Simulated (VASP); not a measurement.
# TlCl (Pm-3m) in VASP: notebook, part 2 of 2

VASP 6.6.1. The steps go on from the part before.

## 3. Single point, LDA

Input file INCAR:

```
SYSTEM = TlCl
PREC     = Accurate       ! precision mode
ENCUT    = 500            ! plane-wave cutoff, eV
EDIFF    = 1E-6           ! SCF threshold, eV
ISMEAR   = 0              ! smearing method
SIGMA    = 0.01           ! smearing width, eV
LREAL    = .FALSE.        ! projectors in reciprocal space
LASPH    = .TRUE.         ! aspherical terms in the spheres
NELM     = 120            ! most SCF steps
ALGO     = Normal         ! electronic algorithm
ISIF     = 2              ! what is computed and relaxed
LWAVE    = .FALSE.        ! write WAVECAR
LCHARG   = .FALSE.        ! write CHGCAR
NBANDS   = 17             ! bands
GGA_COMPAT= .FALSE.
```

Input file KPOINTS:

```
regular mesh
0
G
  5 5 5
  0 0 0
```

Input file POSCAR:

```
TlCl
1.0
    3.8340000000      0.0000000000      0.0000000000
    0.0000000000      3.8340000000      0.0000000000
    0.0000000000      0.0000000000      3.8340000000
Tl Cl
1 1
Direct
    0.0000000000      0.0000000000      0.0000000000
    0.5000000000      0.5000000000      0.5000000000
```

Potentials or basis: VASP PAW LDA potentials, release 64 (Tl_d, Cl).

Started as:

```
$ cat potpaw_LDA.64/Tl_d/POTCAR potpaw_LDA.64/Cl/POTCAR > POTCAR
$ mpirun -np 1 vasp_std > vasp.out
```

OUTCAR:

```text
SYSTEM = TlCl
   PREC = Accurate
   ENCUT = 500
   EDIFF = 1E-6
   ISMEAR = 0
   LREAL = .FALSE.
   LASPH = .TRUE.
   NELM = 120
   ISIF = 2

 ion  position               nearest neighbor table
   1  0.000  0.000  0.000-   2 3.32   2 3.32   2 3.32   2 3.32   2 3.32   2 3.32   2 3.32   2 3.32

   2  0.500  0.500  0.500-   1 3.32   1 3.32   1 3.32   1 3.32   1 3.32   1 3.32   1 3.32   1 3.32

  LATTYP: Found a simple cubic cell.
 ALAT       =     3.8340000000

  Lattice vectors:

 A1 = (   3.8340000000,   0.0000000000,   0.0000000000)
 A2 = (   0.0000000000,   3.8340000000,   0.0000000000)
 A3 = (   0.0000000000,   0.0000000000,   3.8340000000)

Analysis of symmetry for initial positions (statically):
=====================================================================
 Subroutine PRICEL returns:
 Original cell was already a primitive cell.

 Routine SETGRP: Setting up the symmetry group for a
 simple cubic supercell.

 Subroutine GETGRP returns: Found 48 space group operations
 (whereof 48 operations were pure point group operations)
 out of a pool of 48 trial point group operations.

The static configuration has the point symmetry O_h .

Analysis of symmetry for dynamics (positions and initial velocities):
=====================================================================
 Subroutine PRICEL returns:
 Original cell was already a primitive cell.

 Routine SETGRP: Setting up the symmetry group for a
 simple cubic supercell.

 Subroutine GETGRP returns: Found 48 space group operations
 (whereof 48 operations were pure point group operations)
 out of a pool of 48 trial point group operations.

The dynamic configuration has the point symmetry O_h .

 Subroutine INISYM returns: Found 48 space group operations
 (whereof 48 operations are pure point group operations),
 and found     1 'primitive' translations

----------------------------------------------------------------------------------------

                                     Primitive cell

  volume of cell :      56.3581

  direct lattice vectors                    reciprocal lattice vectors
     3.834000000  0.000000000  0.000000000     0.260824204  0.000000000  0.000000000
     0.000000000  3.834000000  0.000000000     0.000000000  0.260824204  0.000000000
     0.000000000  0.000000000  3.834000000     0.000000000  0.000000000  0.260824204

  length of vectors
     3.834000000  3.834000000  3.834000000     0.260824204  0.260824204  0.260824204

  position of ions in fractional coordinates (direct lattice)
     0.000000000  0.000000000  0.000000000
     0.500000000  0.500000000  0.500000000

  ion indices of the primitive-cell ions
   primitive index   ion index
                 1           1
                 2           2

----------------------------------------------------------------------------------------

 KPOINTS: regular mesh

Automatic generation of k-mesh.
 Grid dimensions read from file:
 generate k-points for:    5    5    5

 Generating k-lattice:

  Cartesian coordinates                     Fractional coordinates (reciprocal lattice)
     0.052164841  0.000000000  0.000000000     0.200000000  0.000000000  0.000000000
     0.000000000  0.052164841  0.000000000     0.000000000  0.200000000  0.000000000
     0.000000000  0.000000000  0.052164841     0.000000000  0.000000000  0.200000000

  Length of vectors
     0.052164841  0.052164841  0.052164841

  Shift w.r.t. Gamma in fractional coordinates (k-lattice)
     0.000000000  0.000000000  0.000000000

 Subroutine IBZKPT returns following result:
 ===========================================

 Found     10 irreducible k-points:

 Following reciprocal coordinates:
            Coordinates               Weight
  0.000000  0.000000  0.000000      1.000000
  0.200000  0.000000  0.000000      6.000000
  0.400000  0.000000  0.000000      6.000000
  0.200000  0.200000  0.000000     12.000000
  0.400000  0.200000  0.000000     24.000000
  0.400000  0.400000  0.000000     12.000000
  0.200000  0.200000  0.200000      8.000000
  0.400000  0.200000  0.200000     24.000000
  0.400000  0.400000  0.200000     24.000000
  0.400000  0.400000  0.400000      8.000000
   k-points           NKPTS =     10   k-points in BZ     NKDIM =     10   number of bands    NBANDS=     17
   number of dos      NEDOS =    301   number of ions     NIONS =      2
   total plane-waves  NPLWV =  21952
   dimension x,y,z NGX =    28 NGY =   28 NGZ =   28
   dimension x,y,z NGXF=    56 NGYF=   56 NGZF=   56
   ions per type =               1   1
   NGX,Y,Z   is equivalent  to a cutoff of  12.14, 12.14, 12.14 a.u.
   NGXF,Y,Z  is equivalent  to a cutoff of  24.28, 24.28, 24.28 a.u.
 SYSTEM =  TlCl
   PREC   = accura    normal or accurate (medium, high low for compatibility)
   ISTART =      0    job   : 0-new  1-cont  2-samecut
   ICHARG =      2    charge: 1-file 2-atom 10-const
   ISPIN  =      1    spin polarized calculation?
   LNONCOLLINEAR =      F non collinear calculations
   LSORBIT =      F    spin-orbit coupling
   LASPH  =      T    aspherical Exc in radial PAW
   ENCUT  =  500.0 eV  36.75 Ry    6.06 a.u.   6.99  6.99  6.99*2*pi/ulx,y,z
   NELM   =    120;   NELMIN=  2; NELMDL= -5     # of ELM steps
   EDIFF  = 0.1E-05   stopping-criterion for ELM
   LREAL  =      F    real-space projection
   EDIFFG = 0.1E-04   stopping-criterion for IOM
   NSW    =      0    number of steps for IOM
   IBRION =     -1    ionic relax: 0-MD 1-quasi-New 2-CG
   NFREE  =      0    steps in history (QN), initial steepest desc. (CG)
   ISIF   =      2    stress and relaxation
   ISYM   =      2    0-nonsym 1-usesym 2-fastsym
   POTIM  = 0.5000    time-step for ionic-motion
   TEBEG  =    0.0;   TEEND  =   0.0 temperature during run
   PSTRESS=    0.0 pullay stress
   NELECT =      20.0000    total number of electrons
   NUPDOWN=      -1.0000    fix difference up-down
   EMIN   =  10.00;   EMAX   =-10.00  energy-range for DOS
   EFERMI =   0.00;   METHOD = LEGACY
   ISMEAR =     0;   SIGMA  =   0.01  broadening in eV -4-tet -1-fermi 0-gaus
   EFERMI_NEDOS =   21; number of points for ismear=-14 and -15
   IALGO  =     38    algorithm
   IMIX   =      4    mixing-type and parameters
     AMIX     =   0.40;   BMIX     =  1.00
     AMIX_MAG =   1.60;   BMIX_MAG =  1.00
  volume/ion in A,a.u.               =      28.18       190.16
  Fermi-wavevector in a.u.,A,eV,Ry     =   1.159043  2.190273 18.277790  1.343380
  Thomas-Fermi vector in A             =   2.295639
   LORBIT       =      0    0 simple, 1 ext, 2 COOP (PROOUT), +10 PAW based schemes
   GGA     = CA    functional components
   LHFCALC =     F    Hartree Fock is set to
   AEXX    =    0.0000 exact exchange contribution
   IVDW    =     0    specifies the selected vdW correction
   LEPSILON=     F    determine dielectric tensor
   LRPA    =     F    only Hartree local field effects (RPA)
 non-spin polarized calculation
 Gauss-broadening in eV      SIGMA  =   0.01
  energy-cutoff  :      500.00
  volume of cell :       56.36
 maximum number of plane-waves:      1438
 NGX is ok and might be reduce to    28
   NGX = 13   NGY = 13   NGZ = 13

 number of electron      19.9999991 magnetization

 Free energy of the ion-electron system (eV)
  ---------------------------------------------------
  ext. energy  EPLUGINS =         0.00000000
  ---------------------------------------------------
  free energy    TOTEN  =        -6.94388371 eV

  energy without entropy =       -6.94388371  energy(sigma->0) =       -6.94388371

 E-fermi :   2.2707     XC(G=0):  -9.5961

 val. band max:        2.1454762150   @ k =   0.4000   0.0000   0.0000
 cond. band min:       4.8728736841   @ k =   0.4000   0.0000   0.0000
 fundamental gap:      2.7273974691
 Fermi energy:         2.2706628821

 k-point     1 :       0.0000    0.0000    0.0000
  band No.  band energies     occupation
      1     -11.2158      2.00000
      2      -7.4569      2.00000
      3      -7.4569      2.00000
      4      -7.2075      2.00000
      5      -7.2075      2.00000
      6      -7.2075      2.00000
[... 9 lines left out ...]
     16      14.8029      0.00000
     17      16.6086      0.00000
[... 161 lines left out ...]
 k-point    10 :       0.4000    0.4000    0.4000
  band No.  band energies     occupation
      1     -10.6929      2.00000
      2      -7.3758      2.00000
      3      -7.3758      2.00000
      4      -7.3297      2.00000
      5      -7.1634      2.00000
      6      -7.1634      2.00000
[... 9 lines left out ...]
     16      14.4502      0.00000
     17      19.2794      0.00000

------------------------ aborting loop because EDIFF is reached ----------------------------------------

  FORCE on cell =-STRESS in cart. coord.  units (eV):
  Direction    XX          YY          ZZ          XY          YZ          ZX
  --------------------------------------------------------------------------------------
  -------------------------------------------------------------------------------------
  Total       -1.1226322     -1.1226322     -1.1226322      0.0000000      0.0000000     -0.0000000
  in kB      -31.9147712    -31.9147712    -31.9147712      0.0000000      0.0000000     -0.0000000
  external PRESSURE =     -31.9147712 kB  Pullay stress =       0.0000000 kB

 VOLUME and BASIS-vectors are now :
 -----------------------------------------------------------------------------
  energy-cutoff  :      500.00
  volume of cell :       56.36
      direct lattice vectors                 reciprocal lattice vectors
     3.834000000  0.000000000  0.000000000     0.260824204  0.000000000  0.000000000
     0.000000000  3.834000000  0.000000000     0.000000000  0.260824204  0.000000000
     0.000000000  0.000000000  3.834000000     0.000000000  0.000000000  0.260824204

 POSITION                                       TOTAL-FORCE (eV/Angst)
 -----------------------------------------------------------------------------------
      0.00000      0.00000      0.00000         0.000000      0.000000      0.000000
      1.91700      1.91700      1.91700         0.000000      0.000000      0.000000
 -----------------------------------------------------------------------------------
    total drift:                               -0.000000      0.000000      0.000000

  FREE ENERGIE OF THE ION-ELECTRON SYSTEM (eV)
  ---------------------------------------------------
  free  energy   TOTEN  =        -6.9438837093 eV

  energy  without entropy=       -6.9438837093  energy(sigma->0) =       -6.94388371
```

Wall time 11 s (1 thread of Intel Xeon 8259CL, shared host); peak memory 0.14 GiB.

Results:

- Free energy: -6.9439 eV
- Pressure: -3.2 GPa
- Band gap on the k mesh: 2.73 eV, direct

Caveat: spin-orbit coupling is left out, which moves the levels of the heavy elements. A k mesh can miss the band edges.
